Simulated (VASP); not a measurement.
A run of VASP 6.6.1 is set up as follows.

The input INCAR:

```
SYSTEM = Rb16H
PREC = Accurate
ENCUT = 520
EDIFF = 1E-6
ISMEAR = -1
SIGMA = 0.1
LREAL = Auto
LASPH = .True.
NELM = 60
ALGO = Normal
ISIF = 2
LWAVE = .False.
LCHARG = .True.
GGA = PE
LELF = .True.
LVHAR = .True.
NBANDS = 86
```

The input KPOINTS:

```
Automatic mesh
0
Gamma
  1 1 1
  0 0 0
```

The input POSCAR:

```
Rb16H
1.0
   11.1800000000      0.0000000000      0.0000000000
    0.0000000000     11.1800000000      0.0000000000
    0.0000000000      0.0000000000     11.1800000000
Rb H
16 1
Direct
   -0.0169141324     -0.0100089445     -0.0119499106
    0.4603220036     -0.0004025045      0.0037477639
    0.0073792487      0.4682289803      0.0249731664
   -0.0227906977      0.0181395349      0.4846779964
    0.3126118068      0.2306261181      0.2138372093
    0.4854830054      0.5280411449     -0.0128085868
    0.5611806798      0.0074686941      0.4683631485
    0.7382289803      0.2573076923      0.1895796064
    0.0089982111      0.4466905188      0.5250357782
    0.1965026834      0.7453220036      0.2641234347
    0.2583899821      0.2218872987      0.7478801431
    0.4509838998      0.5640518784      0.5232826476
    0.7679516995      0.7248568873      0.2425313059
    0.7911091234      0.2829964222      0.8301967800
    0.2492218247      0.7628801431      0.7257513417
    0.7501431127      0.7512880143      0.7763506261
    0.9156440072      0.2437656530      0.0029874776
```

Potentials or basis: VASP PAW PBE potentials, release 64 (Rb_sv, H).

Run with:

```console
$ cat potpaw_PBE.64/Rb_sv/POTCAR potpaw_PBE.64/H/POTCAR > POTCAR
$ mpirun -np 1 vasp_gam > vasp.out
```

(1) Estimate the largest force.

(2) Predict the band gap on the k mesh.

(3) What does it give for the pressure?

Results:

(1) 0.828 eV/Å.

(2) zero (an odd number of electrons rules out a gap without spin polarisation).

(3) 0.3 GPa.

Caveat: the k points lie up to 0.56 Å⁻¹ apart, too coarse for converged energies and pressures of a metal.
